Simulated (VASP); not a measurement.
The system is SnRu4.

```xyz
5
Lattice="6.2093 0.0000 0.0000 0.0000 6.2093 0.0000 0.0000 0.0000 2.6819" Properties=species:S:1:pos:R:3 pbc="T T T"
Sn    3.1046    3.1046    1.3410
Ru    1.1468    1.1468    1.3410
Ru    5.0625    5.0625    1.3410
Ru    1.1468    5.0625    1.3410
Ru    5.0625    1.1468    1.3410
```

The cell was built from a structure type or drawn by symmetry, and may not be a known phase.

* Program: VASP 6.6.1
* Task: relaxation of cell and atoms
* Functional: PBE
* Potentials or basis: VASP PAW PBE potentials, release 64 (Sn_d, Ru_pv)
* Cutoff: 600 eV
* k mesh: 4 × 4 × 6
* Occupations: gaussian, width 0.1 eV
* Spin: no spin polarisation

At the start: pressure -0.4 GPa; volume 20.68 Å³/atom.

Q: Where does the relaxation end?

A: Over 6 steps the energy falls by 5.4 meV/atom and the volume is 20.31 Å³/atom (-1.8 %); space group P4/mmm (No. 123, to 0.1 Å) before and after.

Step by step:
```csv
step,energy change (eV),largest force (eV/Å),pressure (GPa),volume (Å³)
1,0.0000,0.4822,-0.44,103.40
2,-0.0008,0.4041,-1.74,102.53
3,-0.0200,0.0222,-1.21,102.96
4,-0.0212,0.1510,1.44,100.71
5,-0.0249,0.0934,0.18,101.74
6,-0.0269,0.0209,0.06,101.55
```

Final structure:
```yaml
crystal:
  lattice:
    - [6.18289, 0.00000, 0.00000]
    - [0.00000, 6.18289, 0.00000]
    - [0.00000, 0.00000, 2.65651]
  atoms:
    - { symbol: Sn, position: [0.50000, 0.50000, 0.50000] }
    - { symbol: Ru, position: [0.18698, 0.18698, 0.50000] }
    - { symbol: Ru, position: [0.81302, 0.81302, 0.50000] }
    - { symbol: Ru, position: [0.18698, 0.81302, 0.50000] }
    - { symbol: Ru, position: [0.81302, 0.18698, 0.50000] }
```

Caveat: the k points lie up to 0.39 Å⁻¹ apart in the final cell, too coarse for converged energies and pressures of a metal.
